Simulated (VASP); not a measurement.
# Cu3Au13 in VASP: notebook, part 2 of 2

VASP 6.6.1. The steps go on from the part before.

## 3. Single point, PBE

The input, INCAR:

```
PREC = Accurate
ENCUT = 400
EDIFF = 1E-6
ISMEAR = -1
SIGMA = 0.0672
LREAL = Auto
LASPH = T
NELM = 120
ALGO = Normal
ISIF = 2
LWAVE = F
LCHARG = T
GGA = PE
LELF = T
LVHAR = T
ISYM = -1
NBANDS = 102
GGA_COMPAT = F
```

The input, KPOINTS:

```
explicit points
1
Reciprocal
  0.25000000   0.25000000   0.25000000 1
```

The input, POSCAR:

```
Cu3Au13
1.0
    6.6859480000      0.0855830000     -0.0615900000
    0.0855830000      6.6105530000     -0.0078460000
   -0.0615900000     -0.0078460000      6.5441010000
Au Cu
13 3
Direct
    0.2304423284      0.4387166078      0.5115133635
    0.2614101784      0.4321527859      0.9410097619
    0.7086824915      0.8950962228     -0.0286522657
    0.8062915361      0.5193814508      0.3889187472
    0.0423427659      0.1446329887      0.2565458084
    0.1762339912      0.8560575896      0.5189523938
    0.3289684470      0.0283313123      0.8746810989
    0.6547343009      0.3669270664      0.0537783563
    0.7590312105      0.9157902433      0.4724838480
    0.9263713909      0.6058227472      0.8141756216
    0.9659275006      0.1757052613      0.7384546874
    0.4775674300      0.1673503997      0.3330792739
    0.4548399222      0.6725743938      0.2681929282
    0.6012343732      0.2847108587      0.6707446701
    0.5108763529      0.6511368419      0.7364178356
    0.0719551740      0.7358580285      0.1516234638
```

Potentials or basis: VASP PAW PBE potentials, release 64 (Au, Cu).

Command:

```console
$ cat potpaw_PBE.64/Au/POTCAR potpaw_PBE.64/Cu/POTCAR > POTCAR
$ mpirun -np 1 vasp_std > vasp.out
```

Wall time 77 s (1 thread of Intel Xeon Platinum 8259CL at 2.50GHz (Skylake/Cascade Lake), shared host); peak memory 0.31 GiB.

It converged, with:

- Free energy: -50.7538 eV
- Pressure: 1.4 GPa
- Largest force: 1.993 eV/Å

Forces on the atoms (eV/Å):
```
Au  -0.556 -0.241  0.127
Au   0.444 -0.048  0.918
Au  -0.009  1.083  0.820
Au   1.275 -0.768  1.183
Au  -0.199  0.462 -0.996
Au   0.230  0.071  0.915
Au   0.328 -0.426  0.354
Au   1.101  0.006 -1.661
Au   0.186 -0.076  0.451
Au  -0.617 -0.413 -1.031
Au   0.056 -0.109  0.247
Au  -1.500 -1.194 -0.428
Au  -0.265  0.990 -0.841
Cu  -0.377 -0.039  0.165
Cu   0.091  0.374 -0.334
Cu  -0.187  0.327  0.110
```

Stress tensor (GPa, compression positive):
```
 3.58 -1.82  2.19
-1.82  4.61  1.98
 2.19  1.98 -3.96
```

Levels at points of the mesh, in eV from the Fermi level:
```tsv
k point	band 86	band 87	band 88	band 89	band 90	band 91
(0.25, 0.25, 0.25)	-1.44	-1.30	-0.10	0.10	0.32	0.73
```

Caveat: the atoms stand as in a frame of molecular dynamics; spin-orbit coupling is left out, which moves the levels of the heavy elements.

## 4. Single point, PBE

The input, INCAR:

```
PREC = Accurate
ENCUT = 400
EDIFF = 1E-6
ISMEAR = -1
SIGMA = 0.0672
LREAL = Auto
LASPH = True
NELM = 120
ALGO = Normal
ISIF = 2
LWAVE = False
LCHARG = True
GGA = PE
LELF = True
LVHAR = True
ISYM = -1
NBANDS = 102
GGA_COMPAT = False
```

KPOINTS is that of step 3.

The input, POSCAR:

```
Cu3Au13
1.0
    6.6859480000      0.0855830000     -0.0615900000
    0.0855830000      6.6105530000     -0.0078460000
   -0.0615900000     -0.0078460000      6.5441010000
Au Cu
13 3
Direct
    0.2188549969      0.4377972701      0.5148259840
    0.2586066981      0.4230682893      0.9975383907
    0.7075067877      0.9392822408     -0.0173862000
    0.8157714191      0.4979415815      0.4239588007
    0.0522590216      0.1586870096      0.2308655828
    0.2065683976      0.8716892057      0.5366348748
    0.3367596945      0.0206642964      0.8950205936
    0.6581072114      0.3762133649      0.0257681832
    0.7526347326      0.8845216838      0.4838399851
    0.8920714751      0.6136039747      0.7881403449
    0.9638528726      0.1784022988      0.7205291365
    0.4615624254      0.1417498623      0.3270296102
    0.4595945583      0.6689991126      0.2464404807
    0.6041732832      0.2533897269      0.6947719982
    0.5066146186      0.6763723554      0.7370510039
    0.0548248817      0.7849289247      0.1433005415
```

Command:

```console
$ cat potpaw_PBE.64/Au/POTCAR potpaw_PBE.64/Cu/POTCAR > POTCAR
$ mpirun -np 1 vasp_std > vasp.out
```

Wall time 74 s (1 thread of Intel Xeon Platinum 8259CL at 2.50GHz (Skylake/Cascade Lake), shared host); peak memory 0.31 GiB.

Results (log left out):

| Property | Result |
| --- | --- |
| Free energy | -50.7168 eV |
| Pressure | 0.7 GPa |
| Largest force | 2.741 eV/Å |

Forces in eV/Å, atoms in the order of the input:
```
Au   0.828  0.255  0.241
Au  -1.103  0.701 -1.018
Au   1.446 -0.137  0.661
Au  -0.689 -1.663 -2.014
Au  -1.016  0.009  0.026
Au  -0.505 -0.239 -0.347
Au  -1.146 -0.003  0.298
Au   1.337  0.091  2.250
Au   0.264  1.424 -0.161
Au   1.303  0.467  1.833
Au   1.017 -0.462  0.565
Au   0.103 -0.017 -0.238
Au   0.005  0.878  0.318
Cu  -1.589 -0.270 -2.217
Cu  -0.386 -0.296 -0.036
Cu   0.130 -0.736 -0.160
```

Stress tensor (GPa, compression positive):
```
 2.06 -0.22  2.16
-0.22  3.86  2.97
 2.16  2.97 -3.81
```

Levels at points of the mesh, in eV from the Fermi level:
| k point | band 84 | band 85 | band 86 | band 87 | band 88 | band 89 | band 90 | band 91 | band 92 | band 93 |
| --- | --- | --- | --- | --- | --- | --- | --- | --- | --- | --- |
| (0.25, 0.25, 0.25) | -1.81 | -1.52 | -1.48 | -1.35 | -0.09 | 0.09 | 0.33 | 0.71 | 1.06 | 1.67 |

Caveat: the atoms stand as in a frame of molecular dynamics; spin-orbit coupling is left out, which moves the levels of the heavy elements.

## 5. Single point, PBE

The input, INCAR:

```
PREC = Accurate
ENCUT = 400
EDIFF = 1E-6
ISMEAR = -1
SIGMA = 0.05
LREAL = Auto
LASPH = True
NELM = 120
ALGO = Normal
ISIF = 2
LWAVE = False
LCHARG = False
GGA = PE
ISYM = -1
NBANDS = 102
GGA_COMPAT = False
```

KPOINTS is that of step 4.

The input, POSCAR:

```
Cu3Au13
1.0
    6.6859480000      0.0855830000     -0.0615900000
    0.0855830000      6.6105530000     -0.0078460000
   -0.0615900000     -0.0078460000      6.5441010000
Au Cu
13 3
Direct
    0.2214649255      0.4537981773      0.5143429976
    0.2610365086      0.4242289939      0.9957348976
    0.7203578725      0.9413654352      0.9896112231
    0.8260861935      0.4844859279      0.4012029957
    0.0519826962      0.1530634007      0.2277030183
    0.2008274126      0.8798820572      0.5352262312
    0.3378311053      0.0137339767      0.8867932776
    0.6751315570      0.3636686804      0.0387293376
    0.7318944041      0.8884756598      0.4956866278
    0.9190887277      0.6337869867      0.8054851793
    0.9878031277      0.1857857055      0.7358409458
    0.4573180974      0.1457721219      0.3228386832
    0.4699242605      0.6730781102      0.2454816339
    0.5940500997      0.2859951235      0.6533917284
    0.5088588096      0.6613817793      0.7505695306
    0.0733030497      0.7594824201      0.1613924715
```

Command:

```console
$ cat potpaw_PBE.64/Au/POTCAR potpaw_PBE.64/Cu/POTCAR > POTCAR
$ mpirun -np 1 vasp_std > vasp.out
```

Run time: 70 s. Hardware: 1 thread of Intel Xeon Platinum 8259CL at 2.50GHz (Skylake/Cascade Lake), shared host; peak memory 0.31 GiB.

Results (log left out):

- Free energy: -51.6290 eV
- Pressure: -1.9 GPa
- Largest force: 0.948 eV/Å

Forces in eV/Å, atoms in the order of the input:
```
Au   0.766  0.018  0.120
Au  -0.329  0.394 -0.748
Au   0.686  0.073  0.449
Au  -0.163  0.135  0.325
Au  -0.914 -0.221 -0.120
Au  -0.373 -0.546 -0.521
Au   0.077  0.102  0.907
Au   0.540 -0.101 -0.397
Au   0.763  0.355  0.226
Au   0.344 -0.608 -0.115
Au  -0.799  0.130  0.250
Au  -0.204 -0.093 -0.702
Au  -0.063  0.654  0.084
Cu  -0.078 -0.095  0.334
Cu  -0.114 -0.062  0.014
Cu  -0.139 -0.134 -0.106
```

Stress tensor (GPa, compression positive):
```
-0.18 -0.25  2.21
-0.25  1.19  2.08
 2.21  2.08 -6.83
```

Levels at points of the mesh, in eV from the Fermi level:
```csv
k point,band 84,band 85,band 86,band 87,band 88,band 89,band 90,band 91,band 92,band 93
"(0.25, 0.25, 0.25)",-1.85,-1.53,-1.47,-1.37,-0.07,0.07,0.29,0.78,1.04,1.64
```

Caveat: the atoms stand as in a frame of molecular dynamics; spin-orbit coupling is left out, which moves the levels of the heavy elements.

## 6. Single point, PBE

The input, INCAR:

```
PREC = Accurate ; ENCUT = 400
EDIFF = 1E-6 ; ISMEAR = -1
SIGMA = 0.05 ; LREAL = Auto
LASPH = T ; NELM = 120
ALGO = Normal ; ISIF = 2
LWAVE = F ; LCHARG = F
GGA = PE ; ISYM = -1
NBANDS = 102 ; GGA_COMPAT = F
```

KPOINTS is that of step 5.

The input, POSCAR:

```
Cu3Au13
1.0
    6.6859480000      0.0855830000     -0.0615900000
    0.0855830000      6.6105530000     -0.0078460000
   -0.0615900000     -0.0078460000      6.5441010000
Au Cu
13 3
Direct
    0.2366519935      0.4303631542      0.5041840011
    0.2584517528      0.4380060964      0.9863103640
    0.7383930006      0.9256381243      0.9864603529
    0.8222373431      0.4804356683      0.4114181759
    0.0473544226      0.1463697504      0.2078416846
    0.1866113685      0.8681539742      0.5329619653
    0.3479174746      0.0207614582      0.8848509721
    0.6748448534      0.3702788447      0.0434838800
    0.7428230427      0.8989463642      0.5153720281
    0.9306971369      0.6256430395      0.7984099622
    0.9691447281      0.1829888432      0.7496507701
    0.4294255922      0.1247989453      0.3164125209
    0.4802459731      0.6967902470      0.2478649651
    0.5829144245      0.2983004784      0.6498454356
    0.4950403786      0.6657433985      0.7563167133
    0.0589342873      0.7358919167      0.1476281571
```

Potentials or basis: VASP PAW PBE potentials, release 64 (Au, Cu).

Command:

```console
$ cat potpaw_PBE.64/Au/POTCAR potpaw_PBE.64/Cu/POTCAR > POTCAR
$ mpirun -np 1 vasp_std > vasp.out
```

It took 76 s on 1 thread of Intel Xeon Platinum 8259CL at 2.50GHz (Skylake/Cascade Lake), shared host; peak memory 0.31 GiB.

It converged, with:

```yaml
Free_energy: -51.8415 eV
Pressure: -2.3 GPa
Largest_force: 1.436 eV/Å
```

Forces on the atoms (eV/Å):
```
Au  -0.078  0.621  0.280
Au   0.354 -0.219 -0.272
Au  -0.180  0.524  0.604
Au   0.120  0.225  0.059
Au  -1.237 -0.210 -0.126
Au  -0.383 -0.426 -0.129
Au  -0.132  0.267  0.344
Au   0.031 -0.331 -0.286
Au   0.064  0.412 -0.202
Au  -0.019 -0.791 -0.544
Au   0.015  0.160 -0.158
Au   1.379 -0.100 -0.390
Au  -0.216  0.014 -0.072
Cu  -0.092 -0.458  0.277
Cu   0.211 -0.128 -0.142
Cu   0.163  0.441  0.757
```

Stress tensor (GPa, compression positive):
```
 0.61 -0.70  1.68
-0.70 -0.24  1.96
 1.68  1.96 -7.41
```

Levels at points of the mesh, in eV from the Fermi level:
```csv
k point,band 84,band 85,band 86,band 87,band 88,band 89,band 90,band 91,band 92,band 93
"(0.25, 0.25, 0.25)",-1.83,-1.51,-1.42,-1.36,-0.08,0.08,0.36,0.77,1.11,1.56
```

Caveat: the atoms stand as in a frame of molecular dynamics; spin-orbit coupling is left out, which moves the levels of the heavy elements.

## 7. Overview

| cell | smearing | pressure (GPa) | largest force (eV/Å) |
| --- | --- | --- | --- |
| as given, atomic positions A | fermi-dirac 0.0672 eV | 0.2 | 1.57 |
| as given, atomic positions B | fermi-dirac 0.0672 eV | 1.4 | 1.99 |
| as given, atomic positions C | fermi-dirac 0.0672 eV | 0.7 | 2.74 |
| as given, atomic positions D | fermi-dirac 0.05 eV | -1.9 | 0.95 |
| as given, atomic positions E | fermi-dirac 0.05 eV | -2.3 | 1.44 |

Alike in all rows: task single point; level PBE; potentials or basis VASP PAW PBE potentials, release 64 (Au, Cu); no spin polarisation; k mesh 1 × 1 × 1, shifted; cutoff (eV) 400.

Caveats: the atoms stand as in a frame of molecular dynamics; spin-orbit coupling is left out, which moves the levels of the heavy elements.

Total energies depend on the potentials used, so only differences within one code and one set of settings carry meaning.
